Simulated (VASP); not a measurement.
Set up this calculation in VASP 6.6.1, as the native input.

* Task: single point
* Functional: PBE
* Potentials or basis: VASP PAW PBE potentials, release 64 (B, Sb, P)
* Cutoff: 520 eV
* k mesh: 6 × 6 × 2
* Occupations: gaussian, width 0.1 eV
* Spin: no spin polarisation
* Dipole correction: no
* Further INCAR settings: ALGO = Normal; EDIFF = 1e-06; NBANDS = 21

The structure of B3Sb2P lies in POSCAR:

```
B3Sb2P
1.0
    3.1895650285      0.0000000000      0.0000000000
   -1.5947825143      2.7622443417      0.0000000000
    0.0000000000      0.0000000000     11.4026332722
B Sb P
3 2 1
Direct
    0.0000000000      0.0000000000      0.5000000000
    0.3333333333      0.6666666667      0.0000000000
    0.3333333333      0.6666666667      0.5000000000
    0.6666666667      0.3333333333      0.3149962645
    0.6666666667      0.3333333333      0.6850037355
    0.0000000000      0.0000000000      0.0000000000
```

These files were run (other wordings do the same):

INCAR

```
ALGO     = Normal         # electronic algorithm
EDIFF    = 1E-6           # SCF threshold, eV
ENCUT    = 520            # plane-wave cutoff, eV
GGA      = PE             # functional
ISIF     = 2              # what is computed and relaxed
ISMEAR   = 0              # smearing method
LASPH    = True           # aspherical terms in the spheres
LCHARG   = False          # write CHGCAR
LREAL    = False          # projectors in reciprocal space
LWAVE    = False          # write WAVECAR
NBANDS   = 21             # bands
NELM     = 80             # most SCF steps
PREC     = Accurate       # precision mode
SIGMA    = 0.1            # smearing width, eV
```

KPOINTS

```
k-points
0
Gamma
  6 6 2
```

Potentials or basis: VASP PAW PBE potentials, release 64 (B, Sb, P).

Run with:

```console
$ cat potpaw_PBE.64/B/POTCAR potpaw_PBE.64/Sb/POTCAR potpaw_PBE.64/P/POTCAR > POTCAR
$ mpirun -np 1 vasp_std > vasp.out
```

Results of the run:

```
Pressure               : -0.1 GPa
Largest force          : 0.013 eV/Å
Band gap on the k mesh : zero (band 12 reaches 10.94 eV, above the bottom of band 13 at 6.14 eV)
```

Caveat: the k points lie up to 0.38 Å⁻¹ apart; spin-orbit coupling is left out, which moves the levels of the heavy elements; this functional lacks dispersion, which binds the layers, so the pressure and a relaxed spacing across them are unreliable.

Run time: 14 s on 1 thread of Intel(R) Xeon(R) 6975P-C (Granite Rapids), with other jobs on the host, peak memory 0.21 GiB.
